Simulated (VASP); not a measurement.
# SnSe (P1) in VASP: single point with PBE

Aim: the single point of SnSe with PBE.

Program: VASP 6.6.1. These are calculated values, not measurements. Logs are shortened: lines on timing, memory, paths and dates and some standing lists are left out, and cuts for length are marked.

### 1 The cell of the first run

The typed cell holds 2 atoms: a = 4.257 Å, b = 4.257 Å, c = 4.257 Å, α = 60.00°, β = 60.00°, γ = 60.00°.

### 2 Single point, PBE (one atom moved)

The input, INCAR:

```
SYSTEM = SnSe
ALGO = Normal ; EDIFF = 1E-6
ENCUT = 520 ; GGA = PE
ISIF = 2 ; ISMEAR = 0
LASPH = .TRUE. ; LCHARG = .FALSE.
LREAL = .FALSE. ; LWAVE = .FALSE.
NBANDS = 17 ; NELM = 60
PREC = Accurate ; SIGMA = 0.05
```

The input, KPOINTS:

```
k-points
0
G
  10 10 10
  0 0 0
```

The input, POSCAR:

```
SnSe
1.0
    0.0000000000      3.0100000000      3.0100000000
    3.0100000000      0.0000000000      3.0100000000
    3.0100000000      3.0100000000      0.0000000000
Sn Se
1 1
Direct
    0.0000000000      0.0000000000      0.0000000000
    0.5360664452      0.4921993355      0.5048737542
```

Potentials or basis: VASP PAW PBE potentials, release 64 (Sn_d, Se).

Started as:

```console
$ cat potpaw_PBE.64/Sn_d/POTCAR potpaw_PBE.64/Se/POTCAR > POTCAR
$ mpirun -np 1 vasp_std > vasp.out
```

OUTCAR:

```text
SYSTEM = SnSe
   EDIFF = 1E-6
   ENCUT = 520
   GGA = PE
   ISIF = 2
   ISMEAR = 0
   LASPH = .TRUE.
   LREAL = .FALSE.
   NELM = 60
   PREC = Accurate

 ion  position               nearest neighbor table
   1  0.000  0.000  0.000-   2 2.89   2 2.93   2 3.00   2 3.02   2 3.10   2 3.13
   2  0.536  0.492  0.505-   1 2.89   1 2.93   1 3.00   1 3.02   1 3.10   1 3.13

  LATTYP: Found a face centered cubic cell.
 ALAT       =     6.0200000000

  Lattice vectors:

 A1 = (   0.0000000000,   3.0100000000,   3.0100000000)
 A2 = (   3.0100000000,   0.0000000000,   3.0100000000)
 A3 = (   3.0100000000,   3.0100000000,   0.0000000000)

Analysis of symmetry for initial positions (statically):
=====================================================================
 Subroutine PRICEL returns:
 Original cell was already a primitive cell.

 Routine SETGRP: Setting up the symmetry group for a
 face centered cubic supercell.

 Subroutine GETGRP returns: Found  1 space group operations
 (whereof  1 operations were pure point group operations)
 out of a pool of 48 trial point group operations.

The static configuration has the point symmetry C_1 .

Analysis of symmetry for dynamics (positions and initial velocities):
=====================================================================
 Subroutine PRICEL returns:
 Original cell was already a primitive cell.

 Routine SETGRP: Setting up the symmetry group for a
 face centered cubic supercell.

 Subroutine GETGRP returns: Found  1 space group operations
 (whereof  1 operations were pure point group operations)
 out of a pool of 48 trial point group operations.

The dynamic configuration has the point symmetry C_1 .

 Subroutine INISYM returns: Found  1 space group operations
 (whereof  1 operations are pure point group operations),
 and found     1 'primitive' translations

----------------------------------------------------------------------------------------

                                     Primitive cell

  volume of cell :      54.5418

  direct lattice vectors                    reciprocal lattice vectors
     0.000000000  3.010000000  3.010000000    -0.166112957  0.166112957  0.166112957
     3.010000000  0.000000000  3.010000000     0.166112957 -0.166112957  0.166112957
     3.010000000  3.010000000  0.000000000     0.166112957  0.166112957 -0.166112957

  length of vectors
     4.256782823  4.256782823  4.256782823     0.287716081  0.287716081  0.287716081

  position of ions in fractional coordinates (direct lattice)
     0.000000000  0.000000000  0.000000000
     0.536066445  0.492199335  0.504873754

  ion indices of the primitive-cell ions
   primitive index   ion index
                 1           1
                 2           2

----------------------------------------------------------------------------------------

 KPOINTS: k-points

Automatic generation of k-mesh.
 Grid dimensions read from file:
 generate k-points for:   10   10   10

 Generating k-lattice:

  Cartesian coordinates                     Fractional coordinates (reciprocal lattice)
    -0.016611296  0.016611296  0.016611296     0.100000000  0.000000000  0.000000000
     0.016611296 -0.016611296  0.016611296     0.000000000  0.100000000  0.000000000
     0.016611296  0.016611296 -0.016611296     0.000000000  0.000000000  0.100000000

  Length of vectors
     0.028771608  0.028771608  0.028771608

  Shift w.r.t. Gamma in fractional coordinates (k-lattice)
     0.000000000  0.000000000  0.000000000

 Subroutine IBZKPT returns following result:
 ===========================================

 Found    504 irreducible k-points:

 Following reciprocal coordinates:
            Coordinates               Weight
  0.000000  0.000000  0.000000      1.000000
  0.100000  0.000000  0.000000      2.000000
  0.000000  0.100000  0.000000      2.000000
  0.000000  0.000000  0.100000      2.000000
  0.100000  0.100000  0.100000      2.000000
  0.200000  0.000000  0.000000      2.000000
[... 16 lines left out ...]
  0.000000  0.100000  0.100000      2.000000
  0.100000  0.000000  0.100000      2.000000
 [... further k-points ...]
   k-points           NKPTS =    504   k-points in BZ     NKDIM =    504   number of bands    NBANDS=     17
   number of dos      NEDOS =    301   number of ions     NIONS =      2
   total plane-waves  NPLWV =  32768
   dimension x,y,z NGX =    32 NGY =   32 NGZ =   32
   dimension x,y,z NGXF=    64 NGYF=   64 NGZF=   64
   ions per type =               1   1
   NGX,Y,Z   is equivalent  to a cutoff of  12.50, 12.50, 12.50 a.u.
   NGXF,Y,Z  is equivalent  to a cutoff of  24.99, 24.99, 24.99 a.u.
 SYSTEM =  SnSe
   PREC   = accura    normal or accurate (medium, high low for compatibility)
   ISTART =      0    job   : 0-new  1-cont  2-samecut
   ICHARG =      2    charge: 1-file 2-atom 10-const
   ISPIN  =      1    spin polarized calculation?
   LNONCOLLINEAR =      F non collinear calculations
   LSORBIT =      F    spin-orbit coupling
   LASPH  =      T    aspherical Exc in radial PAW
   ENCUT  =  520.0 eV  38.22 Ry    6.18 a.u.   7.91  7.91  7.91*2*pi/ulx,y,z
   NELM   =     60;   NELMIN=  2; NELMDL= -5     # of ELM steps
   EDIFF  = 0.1E-05   stopping-criterion for ELM
   LREAL  =      F    real-space projection
   EDIFFG = 0.1E-04   stopping-criterion for IOM
   NSW    =      0    number of steps for IOM
   IBRION =     -1    ionic relax: 0-MD 1-quasi-New 2-CG
   NFREE  =      0    steps in history (QN), initial steepest desc. (CG)
   ISIF   =      2    stress and relaxation
   ISYM   =      2    0-nonsym 1-usesym 2-fastsym
   POTIM  = 0.5000    time-step for ionic-motion
   TEBEG  =    0.0;   TEEND  =   0.0 temperature during run
   PSTRESS=    0.0 pullay stress
   NELECT =      20.0000    total number of electrons
   NUPDOWN=      -1.0000    fix difference up-down
   EMIN   =  10.00;   EMAX   =-10.00  energy-range for DOS
   EFERMI =   0.00;   METHOD = LEGACY
   ISMEAR =     0;   SIGMA  =   0.05  broadening in eV -4-tet -1-fermi 0-gaus
   EFERMI_NEDOS =   21; number of points for ismear=-14 and -15
   IALGO  =     38    algorithm
   IMIX   =      4    mixing-type and parameters
     AMIX     =   0.40;   BMIX     =  1.00
     AMIX_MAG =   1.60;   BMIX_MAG =  1.00
  volume/ion in A,a.u.               =      27.27       184.03
  Fermi-wavevector in a.u.,A,eV,Ry     =   1.171768  2.214321 18.681350  1.373040
  Thomas-Fermi vector in A             =   2.308207
   LORBIT       =      0    0 simple, 1 ext, 2 COOP (PROOUT), +10 PAW based schemes
   GGA     = PE    functional components
   LHFCALC =     F    Hartree Fock is set to
   AEXX    =    0.0000 exact exchange contribution
   IVDW    =     0    specifies the selected vdW correction
   LEPSILON=     F    determine dielectric tensor
   LRPA    =     F    only Hartree local field effects (RPA)
 non-spin polarized calculation
 Gauss-broadening in eV      SIGMA  =   0.05
  energy-cutoff  :      520.00
  volume of cell :       54.54
 maximum number of plane-waves:      1479
   NGX = 15   NGY = 15   NGZ = 15

 number of electron      20.0000005 magnetization

 Free energy of the ion-electron system (eV)
  ---------------------------------------------------
  ext. energy  EPLUGINS =         0.00000000
  ---------------------------------------------------
  free energy    TOTEN  =        -8.21057557 eV

  energy without entropy =       -8.21057557  energy(sigma->0) =       -8.21057557

 E-fermi :   5.8559     XC(G=0):  -9.5922

 val. band max:        5.6137026491   @ k =   0.0000   0.0000   0.5000
 cond. band min:       6.0985194755   @ k =   0.5000  -0.4000  -0.4000
 fundamental gap:      0.4848168264
 Fermi energy:         5.8558853061

 k-point     1 :       0.0000    0.0000    0.0000
  band No.  band energies     occupation
      1     -15.9992      2.00000
      2     -15.9976      2.00000
      3     -15.9973      2.00000
      4     -15.9957      2.00000
      5     -15.9952      2.00000
      6      -8.3012      2.00000
[... 9 lines left out ...]
     16      11.6436      0.00000
     17      13.7771      0.00000

 k-point     2 :       0.1000    0.0000    0.0000
  band No.  band energies     occupation
      1     -15.9987      2.00000
      2     -15.9983      2.00000
      3     -15.9969      2.00000
      4     -15.9953      2.00000
      5     -15.9946      2.00000
      6      -8.2312      2.00000
[... 9 lines left out ...]
     16      11.7995      0.00000
     17      14.4693      0.00000

 k-point     3 :       0.0000    0.1000    0.0000
  band No.  band energies     occupation
      1     -15.9987      2.00000
      2     -15.9980      2.00000
      3     -15.9968      2.00000
      4     -15.9955      2.00000
      5     -15.9948      2.00000
      6      -8.2304      2.00000
[... 9 lines left out ...]
     16      11.8128      0.00000
     17      14.4617      0.00000

 k-point     4 :       0.0000    0.0000    0.1000
  band No.  band energies     occupation
      1     -15.9988      2.00000
      2     -15.9980      2.00000
      3     -15.9968      2.00000
      4     -15.9955      2.00000
      5     -15.9948      2.00000
      6      -8.2304      2.00000
[... 9 lines left out ...]
     16      11.8107      0.00000
     17      14.4592      0.00000

 k-point     5 :       0.1000    0.1000    0.1000
  band No.  band energies     occupation
      1     -15.9987      2.00000
      2     -15.9982      2.00000
      3     -15.9969      2.00000
      4     -15.9954      2.00000
      5     -15.9946      2.00000
      6      -8.2311      2.00000
[... 9 lines left out ...]
     16      11.8107      0.00000
     17      14.4514      0.00000

 k-point     6 :       0.2000    0.0000    0.0000
  band No.  band energies     occupation
      1     -16.0004      2.00000
      2     -15.9991      2.00000
      3     -15.9967      2.00000
      4     -15.9929      2.00000
      5     -15.9917      2.00000
      6      -8.0347      2.00000
[... 9 lines left out ...]
     16      12.3697      0.00000
     17      15.9987      0.00000

 k-point     7 :       0.0000    0.2000    0.0000
  band No.  band energies     occupation
      1     -16.0000      2.00000
      2     -15.9992      2.00000
      3     -15.9966      2.00000
      4     -15.9929      2.00000
      5     -15.9921      2.00000
      6      -8.0312      2.00000
[... 9 lines left out ...]
     16      12.3557      0.00000
     17      15.9749      0.00000

 k-point     8 :       0.0000    0.0000    0.2000
  band No.  band energies     occupation
      1     -16.0000      2.00000
      2     -15.9993      2.00000
      3     -15.9966      2.00000
      4     -15.9929      2.00000
      5     -15.9921      2.00000
      6      -8.0311      2.00000
[... 9 lines left out ...]
     16      12.3545      0.00000
     17      16.0063      0.00000
[... 203 lines left out ...]
      1     -16.0051      2.00000
      2     -16.0044      2.00000
      3     -15.9950      2.00000
      4     -15.9847      2.00000
      5     -15.9836      2.00000
      6      -7.3641      2.00000
[... 9 lines left out ...]
     16      15.7677      0.00000
     17      15.7952      0.00000

 k-point    20 :       0.0000    0.0000    0.5000
  band No.  band energies     occupation
      1     -16.0050      2.00000
      2     -16.0046      2.00000
      3     -15.9950      2.00000
      4     -15.9847      2.00000
      5     -15.9837      2.00000
      6      -7.3636      2.00000
[... 9 lines left out ...]
     16      15.7672      0.00000
     17      15.7929      0.00000

 k-point    21 :       0.5000    0.5000    0.5000
  band No.  band energies     occupation
      1     -16.0057      2.00000
      2     -16.0039      2.00000
      3     -15.9952      2.00000
      4     -15.9847      2.00000
      5     -15.9833      2.00000
      6      -7.3772      2.00000
[... 9 lines left out ...]
     16      15.7694      0.00000
     17      15.8421      0.00000

 k-point    22 :       0.1000    0.1000    0.0000
  band No.  band energies     occupation
      1     -15.9987      2.00000
      2     -15.9980      2.00000
      3     -15.9975      2.00000
      4     -15.9954      2.00000
      5     -15.9939      2.00000
      6      -8.2073      2.00000
[... 9 lines left out ...]
     16      12.2143      0.00000
     17      13.9175      0.00000

 k-point    23 :       0.0000    0.1000    0.1000
  band No.  band energies     occupation
      1     -15.9994      2.00000
      2     -15.9975      2.00000
      3     -15.9963      2.00000
      4     -15.9957      2.00000
      5     -15.9946      2.00000
      6      -8.2075      2.00000
[... 9 lines left out ...]
     16      12.1805      0.00000
     17      13.9366      0.00000

 k-point    24 :       0.1000    0.0000    0.1000
  band No.  band energies     occupation
      1     -15.9998      2.00000
      2     -15.9976      2.00000
      3     -15.9964      2.00000
      4     -15.9957      2.00000
      5     -15.9940      2.00000
      6      -8.2070      2.00000
[... 9 lines left out ...]
     16      12.2423      0.00000
     17      13.8978      0.00000

 [... further k-points ...]
[... 5 lines left out ...]
  --------------------------------------------------------------------------------------
  -------------------------------------------------------------------------------------
  Total        0.3899478      0.5401859      0.4602458     -0.0049226      0.0477658     -0.0034018
  in kB       11.4548016     15.8680785     13.5198209     -0.1446026      1.4031314     -0.0999274
  external PRESSURE =      13.6142337 kB  Pullay stress =       0.0000000 kB

 VOLUME and BASIS-vectors are now :
 -----------------------------------------------------------------------------
  energy-cutoff  :      520.00
  volume of cell :       54.54
      direct lattice vectors                 reciprocal lattice vectors
     0.000000000  3.010000000  3.010000000    -0.166112957  0.166112957  0.166112957
     3.010000000  0.000000000  3.010000000     0.166112957 -0.166112957  0.166112957
     3.010000000  3.010000000  0.000000000     0.166112957  0.166112957 -0.166112957

 POSITION                                       TOTAL-FORCE (eV/Angst)
 -----------------------------------------------------------------------------------
      0.00000      0.00000      0.00000        -0.002792      0.047429      0.030077
      3.00119      3.13323      3.09508         0.002792     -0.047429     -0.030077
 -----------------------------------------------------------------------------------
    total drift:                               -0.000003     -0.000027     -0.000005

  FREE ENERGIE OF THE ION-ELECTRON SYSTEM (eV)
  ---------------------------------------------------
  free  energy   TOTEN  =        -8.2105755697 eV

  energy  without entropy=       -8.2105755697  energy(sigma->0) =       -8.21057557
```

Wall time 7 min (1 thread of Oxide Virtual Turin-like, shared host); peak memory 0.52 GiB.

What came out:

- Free energy: -8.2106 eV
- Pressure: 1.4 GPa
- Largest force: 0.056 eV/Å
- Band gap on the k mesh: 0.48 eV (least direct gap 0.54 eV)

Forces in eV/Å, atoms in the order of the input:
```
Sn  -0.003  0.047  0.030
Se   0.003 -0.047 -0.030
```

Stress tensor (GPa, compression positive):
```
 1.15 -0.01 -0.01
-0.01  1.59  0.14
-0.01  0.14  1.35
```

Levels at points of the mesh, in eV from the valence-band top:
```
           k point  band 8  band 9  band 10  band 11  band 12  band 13
(0.00, 0.00, 0.00)   -2.27   -2.20    -2.20     4.12     4.14     4.32
(0.50, 0.00, 0.00)   -2.06   -1.98    -0.15     0.67     1.24     1.31
(0.00, 0.50, 0.00)   -2.04   -2.01     0.00     0.55     1.30     1.35
(0.00, 0.00, 0.50)   -2.04   -2.02     0.00     0.54     1.30     1.35
(0.50, 0.50, 0.50)   -2.06   -1.98    -0.12     0.65     1.25     1.32
(0.50, 0.50, 0.00)   -5.35   -3.66    -3.64     2.89     5.38     5.44
(0.00, 0.50, 0.50)   -5.49   -3.69    -3.59     2.84     5.37     5.51
(0.50, 0.00, 0.50)   -5.24   -3.66    -3.65     2.95     5.36     5.39
```

Caveat: the cell differs from its parent crystal (one atom moved); semilocal functionals underestimate gaps, and a narrow one can read as zero; spin-orbit coupling is left out, which moves the levels of the heavy elements.
